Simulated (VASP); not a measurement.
Write the native input for VASP 6.6.1 that does the following.

| Item | Value |
| --- | --- |
| Task | single point |
| Functional | PBEsol |
| Potentials or basis | VASP PAW PBE potentials, release 64 (Se) |
| Cutoff | 520 eV |
| k mesh | 12 × 12 × 8 |
| Occupations | gaussian, width 0.02 eV |
| Spin | no spin polarisation |
| Dipole correction | no |
| Further INCAR settings | ALGO = Fast; EDIFF = 1e-07; NBANDS = 16 |

The structure of Se lies in POSCAR:

```
Se
1.0
    3.7961608196      0.0000000000      0.0000000000
   -1.8980804098      3.2875717066      0.0000000000
    0.0000000000      0.0000000000      5.3058371363
Se
3
Direct
    0.2579861897      0.0000000000      0.1666666667
    0.0000000000      0.2579861897      0.8333333333
    0.7420138103      0.7420138103      0.5000000000
```

This cell differs from its parent crystal: biaxial strain in the a-b plane: -6.0 %.

The input as run:

INCAR

```
PREC = Accurate ; ENCUT = 520
EDIFF = 1E-7 ; ISMEAR = 0
SIGMA = 0.02 ; LREAL = F
LASPH = T ; NELM = 60
ALGO = Fast ; ISIF = 2
LWAVE = F ; LCHARG = F
GGA = PS ; NBANDS = 16
```

KPOINTS

```
Automatic mesh
0
Gamma
  12 12 8
```

Potentials or basis: VASP PAW PBE potentials, release 64 (Se).

Launch:

```sh
$ cat potpaw_PBE.64/Se/POTCAR > POTCAR
$ mpirun -np 1 vasp_std > vasp.out
```

It gave:

```
Pressure               : 2.9 GPa
Largest force          : 0.173 eV/Å
Band gap on the k mesh : zero (filled and empty bands touch)
```

Caveat: the cell differs from its parent crystal (biaxial strain in the a-b plane: -6.0 %); the PAW data sets were made with another functional, which shifts forces and pressure a little.

It took 2.9 min on 1 thread of Oxide Virtual Turin-like Processor, on a shared host, peak memory 0.21 GiB.
